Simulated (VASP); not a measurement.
Runs of VASP 6.6.1 on NaCl. The structure is that of space group Fm-3m (No. 225), or close to it. The cells are those of the table. 

```csv
task,level,potentials or basis,cell,cutoff (eV),gap on the mesh (eV),pressure (GPa)
single point,LDA,"VASP PAW LDA potentials, release 64 (Na_pv, Cl)","a = 3.951 Å, angles 60.0°, 2 atoms",500,4.81,(a)
single point,LDA,"VASP PAW LDA potentials, release 64 (Na_pv, Cl)","a = 4.005 Å, angles 60.0°, 2 atoms",500,4.65,-2.7
electric field gradients,LDA,"VASP PAW LDA potentials, release 64 (Na_pv, Cl)","a = 3.951 Å, angles 60.0°, 2 atoms",400,4.81,-2.0
single point,r2SCAN,"VASP PAW PBE potentials, release 64 (Na_pv, Cl)","a = 4.005 Å, angles 60.0°, 2 atoms",550,5.87,-1.0
single point,PBEsol,"VASP PAW PBE potentials, release 64 (Na_pv, Cl)","a = 3.951 Å, angles 60.0°, 2 atoms",500,5.04,(b)
electric field gradients,PBEsol,"VASP PAW PBE potentials, release 64 (Na_pv, Cl)","a = 4.005 Å, angles 60.0°, 2 atoms",400,(c),-0.9
electric field gradients,PBEsol,"VASP PAW PBE potentials, release 64 (Na_pv, Cl)","a = 3.951 Å, angles 60.0°, 2 atoms",400,5.04,0.1
electric field gradients,r2SCAN,"VASP PAW PBE potentials, release 64 (Na_pv, Cl)","a = 4.005 Å, angles 60.0°, 2 atoms",440,5.87,-1.2
```

Alike in all rows: no spin polarisation; k mesh 8 × 8 × 8; smearing fermi-dirac 0.03 eV.

Fill in the values left out.

(a) -1.8; (b) 0.2; (c) 4.89.

Caveats: the PAW data sets were made with another functional, which shifts forces and pressure a little (at least some runs).

A k mesh can miss the band edges.
